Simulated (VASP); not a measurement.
# SnGe5 (P4/mmm) in VASP: further runs

SnGe5 is run at these levels: PBE; tasks: single point, relaxation of cell and atoms.

Program: VASP 6.6.1. These are calculated values, not measurements. Logs are shortened: lines on timing, memory, paths and dates and some standing lists are left out, and cuts for length are marked.

## 1. The cell of the first run

It takes space group P4/mmm (No. 123, tetragonal). Conventional cell: a = 7.727 Å, b = 7.727 Å, c = 2.738 Å, α = 90.00°, β = 90.00°, γ = 90.00°. Sn (site symmetry 4/mmm) has 2 Sn at 2.74 Å and 4 Ge at 2.87 Å within 3.6 Å. Ge (site symmetry m2m) has 3 Ge at 2.59 to 2.74 Å and 1 Sn at 2.87 Å within 3.4 Å. Within 3.4 Å of Ge (site symmetry 4/mmm) lie 6 Ge at 2.59 to 2.74 Å.

## 2. Single point, PBE

Contents of INCAR:

```
  PREC = Accurate
  ENCUT = 520
  EDIFF = 1E-6
  ISMEAR = 0
  SIGMA = 0.1
  LREAL = False
  LASPH = True
  NELM = 100
  ALGO = Normal
  ISIF = 2
  LWAVE = False
  LCHARG = False
  GGA = PE
  NBANDS = 51
```

Contents of KPOINTS:

```
regular mesh
0
Gamma
  6 6 14
```

Contents of POSCAR:

```
SnGe5
1.0
    7.7266679954      0.0000000000      0.0000000000
    0.0000000000      7.7266679954      0.0000000000
    0.0000000000      0.0000000000      2.7375283162
Sn Ge
1 5
Direct
    0.0000000000      0.0000000000      0.5000000000
    0.2628258823      0.2628258823      0.5000000000
    0.7371741177      0.7371741177      0.5000000000
    0.7371741177      0.2628258823      0.5000000000
    0.2628258823      0.7371741177      0.5000000000
    0.5000000000      0.5000000000      0.5000000000
```

Potentials or basis: VASP PAW PBE potentials, release 64 (Sn_d, Ge_d).

Launch:

```console
> cat potpaw_PBE.64/Sn_d/POTCAR potpaw_PBE.64/Ge_d/POTCAR > POTCAR
> mpirun -np 1 vasp_std > vasp.out
```

OUTCAR:

```text
PREC = Accurate
   ENCUT = 520
   EDIFF = 1E-6
   ISMEAR = 0
   LREAL = False
   LASPH = True
   NELM = 100
   ISIF = 2
   GGA = PE

 ion  position               nearest neighbor table
   1  0.000  0.000  0.500-   2 2.87   3 2.87   4 2.87   5 2.87
   2  0.263  0.263  0.500-   6 2.59   1 2.87
   3  0.737  0.737  0.500-   6 2.59   1 2.87
   4  0.737  0.263  0.500-   6 2.59   1 2.87
   5  0.263  0.737  0.500-   6 2.59   1 2.87
   6  0.500  0.500  0.500-   2 2.59   3 2.59   4 2.59   5 2.59

  LATTYP: Found a simple tetragonal cell.
 ALAT       =     7.7266679954
 C/A-ratio  =     0.3542960973

  Lattice vectors:

 A1 = (   7.7266679954,   0.0000000000,   0.0000000000)
 A2 = (   0.0000000000,   7.7266679954,   0.0000000000)
 A3 = (   0.0000000000,   0.0000000000,   2.7375283162)

Analysis of symmetry for initial positions (statically):
=====================================================================
 Subroutine PRICEL returns:
 Original cell was already a primitive cell.

 Routine SETGRP: Setting up the symmetry group for a
 simple tetragonal supercell.

 Subroutine GETGRP returns: Found 16 space group operations
 (whereof 16 operations were pure point group operations)
 out of a pool of 16 trial point group operations.

The static configuration has the point symmetry D_4h.

Analysis of symmetry for dynamics (positions and initial velocities):
=====================================================================
 Subroutine PRICEL returns:
 Original cell was already a primitive cell.

 Routine SETGRP: Setting up the symmetry group for a
 simple tetragonal supercell.

 Subroutine GETGRP returns: Found 16 space group operations
 (whereof 16 operations were pure point group operations)
 out of a pool of 16 trial point group operations.

The dynamic configuration has the point symmetry D_4h.

 Subroutine INISYM returns: Found 16 space group operations
 (whereof 16 operations are pure point group operations),
 and found     1 'primitive' translations

----------------------------------------------------------------------------------------

                                     Primitive cell

  volume of cell :     163.4343

  direct lattice vectors                    reciprocal lattice vectors
     7.726667995  0.000000000  0.000000000     0.129421893  0.000000000  0.000000000
     0.000000000  7.726667995  0.000000000     0.000000000  0.129421893  0.000000000
     0.000000000  0.000000000  2.737528316     0.000000000  0.000000000  0.365293025

  length of vectors
     7.726667995  7.726667995  2.737528316     0.129421893  0.129421893  0.365293025

  position of ions in fractional coordinates (direct lattice)
     0.000000000  0.000000000  0.500000000
     0.262825882  0.262825882  0.500000000
     0.737174118  0.737174118  0.500000000
     0.737174118  0.262825882  0.500000000
     0.262825882  0.737174118  0.500000000
     0.500000000  0.500000000  0.500000000

  ion indices of the primitive-cell ions
   primitive index   ion index
                 1           1
                 2           2
                 3           3
                 4           4
                 5           5
                 6           6

----------------------------------------------------------------------------------------

 KPOINTS: regular mesh

Automatic generation of k-mesh.
 Grid dimensions read from file:
 generate k-points for:    6    6   14

 Generating k-lattice:

  Cartesian coordinates                     Fractional coordinates (reciprocal lattice)
     0.021570316  0.000000000  0.000000000     0.166666667  0.000000000  0.000000000
     0.000000000  0.021570316  0.000000000     0.000000000  0.166666667  0.000000000
     0.000000000  0.000000000  0.026092359     0.000000000  0.000000000  0.071428571

  Length of vectors
     0.021570316  0.021570316  0.026092359

  Shift w.r.t. Gamma in fractional coordinates (k-lattice)
     0.000000000  0.000000000  0.000000000

 Subroutine IBZKPT returns following result:
 ===========================================

 Found     80 irreducible k-points:

 Following reciprocal coordinates:
            Coordinates               Weight
  0.000000  0.000000  0.000000      1.000000
  0.166667  0.000000  0.000000      4.000000
  0.333333  0.000000  0.000000      4.000000
  0.500000  0.000000  0.000000      2.000000
  0.166667  0.166667  0.000000      4.000000
  0.333333  0.166667  0.000000      8.000000
[... 16 lines left out ...]
  0.333333  0.000000  0.142857      8.000000
  0.500000  0.000000  0.142857      4.000000
 [... further k-points ...]
   k-points           NKPTS =     80   k-points in BZ     NKDIM =     80   number of bands    NBANDS=     51
   number of dos      NEDOS =    301   number of ions     NIONS =      6
   total plane-waves  NPLWV =  72000
   dimension x,y,z NGX =    60 NGY =   60 NGZ =   20
   dimension x,y,z NGXF=   120 NGYF=  120 NGZF=   40
   ions per type =               1   5
   NGX,Y,Z   is equivalent  to a cutoff of  12.91, 12.91, 12.15 a.u.
   NGXF,Y,Z  is equivalent  to a cutoff of  25.82, 25.82, 24.29 a.u.
 SYSTEM =  unknown system
   PREC   = accura    normal or accurate (medium, high low for compatibility)
   ISTART =      0    job   : 0-new  1-cont  2-samecut
   ICHARG =      2    charge: 1-file 2-atom 10-const
   ISPIN  =      1    spin polarized calculation?
   LNONCOLLINEAR =      F non collinear calculations
   LSORBIT =      F    spin-orbit coupling
   LASPH  =      T    aspherical Exc in radial PAW
   ENCUT  =  520.0 eV  38.22 Ry    6.18 a.u.  14.37 14.37  5.09*2*pi/ulx,y,z
   NELM   =    100;   NELMIN=  2; NELMDL= -5     # of ELM steps
   EDIFF  = 0.1E-05   stopping-criterion for ELM
   LREAL  =      F    real-space projection
   EDIFFG = 0.1E-04   stopping-criterion for IOM
   NSW    =      0    number of steps for IOM
   IBRION =     -1    ionic relax: 0-MD 1-quasi-New 2-CG
   NFREE  =      0    steps in history (QN), initial steepest desc. (CG)
   ISIF   =      2    stress and relaxation
   ISYM   =      2    0-nonsym 1-usesym 2-fastsym
   POTIM  = 0.5000    time-step for ionic-motion
   TEBEG  =    0.0;   TEEND  =   0.0 temperature during run
   PSTRESS=    0.0 pullay stress
   NELECT =      84.0000    total number of electrons
   NUPDOWN=      -1.0000    fix difference up-down
   EMIN   =  10.00;   EMAX   =-10.00  energy-range for DOS
   EFERMI =   0.00;   METHOD = LEGACY
   ISMEAR =     0;   SIGMA  =   0.10  broadening in eV -4-tet -1-fermi 0-gaus
   EFERMI_NEDOS =   21; number of points for ismear=-14 and -15
   IALGO  =     38    algorithm
   IMIX   =      4    mixing-type and parameters
     AMIX     =   0.40;   BMIX     =  1.00
     AMIX_MAG =   1.60;   BMIX_MAG =  1.00
  volume/ion in A,a.u.               =      27.24       183.82
  Fermi-wavevector in a.u.,A,eV,Ry     =   1.311355  2.478101 23.397279  1.719651
  Thomas-Fermi vector in A             =   2.441822
   LORBIT       =      0    0 simple, 1 ext, 2 COOP (PROOUT), +10 PAW based schemes
   GGA     = PE    functional components
   LHFCALC =     F    Hartree Fock is set to
   AEXX    =    0.0000 exact exchange contribution
   IVDW    =     0    specifies the selected vdW correction
   LEPSILON=     F    determine dielectric tensor
   LRPA    =     F    only Hartree local field effects (RPA)
 non-spin polarized calculation
 Gauss-broadening in eV      SIGMA  =   0.10
  energy-cutoff  :      520.00
  volume of cell :      163.43
 maximum number of plane-waves:      4440
 NGX is ok and might be reduce to    60
   NGX = 29   NGY = 29   NGZ = 11

 number of electron      83.9999955 magnetization

 Free energy of the ion-electron system (eV)
  ---------------------------------------------------
  ext. energy  EPLUGINS =         0.00000000
  ---------------------------------------------------
  free energy    TOTEN  =       -23.01659142 eV

  energy without entropy =      -23.00081457  energy(sigma->0) =      -23.00870299

 E-fermi :   4.0056     XC(G=0):  -9.3193

 val. band max:        4.0024632139   @ k =   0.5000   0.5000   0.2857
 cond. band min:       4.0354374466   @ k =   0.3333   0.1667   0.0000
 fundamental gap:      0.0329742327
 Fermi energy:         4.0056271049

 k-point     1 :       0.0000    0.0000    0.0000
  band No.  band energies     occupation
      1     -20.7068      2.00000
      2     -20.7022      2.00000
      3     -20.6991      2.00000
      4     -20.6991      2.00000
      5     -20.6972      2.00000
      6     -20.6796      2.00000
[... 43 lines left out ...]
     50      11.0217      0.00000
     51      11.0218      0.00000

 k-point     2 :       0.1667    0.0000    0.0000
  band No.  band energies     occupation
      1     -20.7063      2.00000
      2     -20.7021      2.00000
      3     -20.6991      2.00000
      4     -20.6990      2.00000
      5     -20.6972      2.00000
      6     -20.6792      2.00000
[... 43 lines left out ...]
     50      11.0507      0.00000
     51      11.2406      0.00000

 k-point     3 :       0.3333    0.0000    0.0000
  band No.  band energies     occupation
      1     -20.7053      2.00000
      2     -20.7019      2.00000
      3     -20.6993      2.00000
      4     -20.6987      2.00000
      5     -20.6974      2.00000
      6     -20.6783      2.00000
[... 43 lines left out ...]
     50      10.1649      0.00000
     51      10.6911      0.00000
[... 1027 lines left out ...]
 k-point    23 :       0.3333    0.0000    0.1429
  band No.  band energies     occupation
      1     -20.7022      2.00000
      2     -20.6781      2.00000
      3     -20.6743      2.00000
      4     -20.6738      2.00000
      5     -20.6657      2.00000
      6     -20.6629      2.00000
[... 43 lines left out ...]
     50       9.4871      0.00000
     51       9.8369      0.00000

 k-point    24 :       0.5000    0.0000    0.1429
  band No.  band energies     occupation
      1     -20.7018      2.00000
      2     -20.6779      2.00000
      3     -20.6745      2.00000
      4     -20.6738      2.00000
      5     -20.6657      2.00000
      6     -20.6626      2.00000
[... 43 lines left out ...]
     50       9.4155      0.00000
     51       9.6487      0.00000

 [... further k-points ...]
[... 5 lines left out ...]
  --------------------------------------------------------------------------------------
  -------------------------------------------------------------------------------------
  Total       -0.0301729     -0.0301729      0.0147171      0.0000000      0.0000000      0.0000000
  in kB       -0.2957903     -0.2957903      0.1442748      0.0000000      0.0000000      0.0000000
  external PRESSURE =      -0.1491020 kB  Pullay stress =       0.0000000 kB

 VOLUME and BASIS-vectors are now :
 -----------------------------------------------------------------------------
  energy-cutoff  :      520.00
  volume of cell :      163.43
      direct lattice vectors                 reciprocal lattice vectors
     7.726667995  0.000000000  0.000000000     0.129421893  0.000000000  0.000000000
     0.000000000  7.726667995  0.000000000     0.000000000  0.129421893  0.000000000
     0.000000000  0.000000000  2.737528316     0.000000000  0.000000000  0.365293025

 POSITION                                       TOTAL-FORCE (eV/Angst)
 -----------------------------------------------------------------------------------
      0.00000      0.00000      1.36876         0.000000     -0.000000     -0.000000
      2.03077      2.03077      1.36876        -0.000901     -0.000901      0.000000
      5.69590      5.69590      1.36876         0.000901      0.000901     -0.000000
      5.69590      2.03077      1.36876         0.000901     -0.000901     -0.000000
      2.03077      5.69590      1.36876        -0.000901      0.000901      0.000000
      3.86333      3.86333      1.36876         0.000000     -0.000000     -0.000000
 -----------------------------------------------------------------------------------
    total drift:                                0.000000      0.000000     -0.000000

  FREE ENERGIE OF THE ION-ELECTRON SYSTEM (eV)
  ---------------------------------------------------
  free  energy   TOTEN  =       -23.0165914171 eV

  energy  without entropy=      -23.0008145672  energy(sigma->0) =      -23.00870299
```

It took 8.5 min on 1 thread of Intel Xeon 6975P-C, shared host; peak memory 0.61 GiB.

What came out:

| Item | Value |
| --- | --- |
| Free energy | -23.0166 eV |
| Pressure | 0.0 GPa |
| Band gap on the k mesh | zero (band 42 reaches 5.05 eV, above the bottom of band 43 at 2.45 eV) |

Caveat: spin-orbit coupling is left out, which moves the levels of the heavy elements.

[end of part 1 of 3]
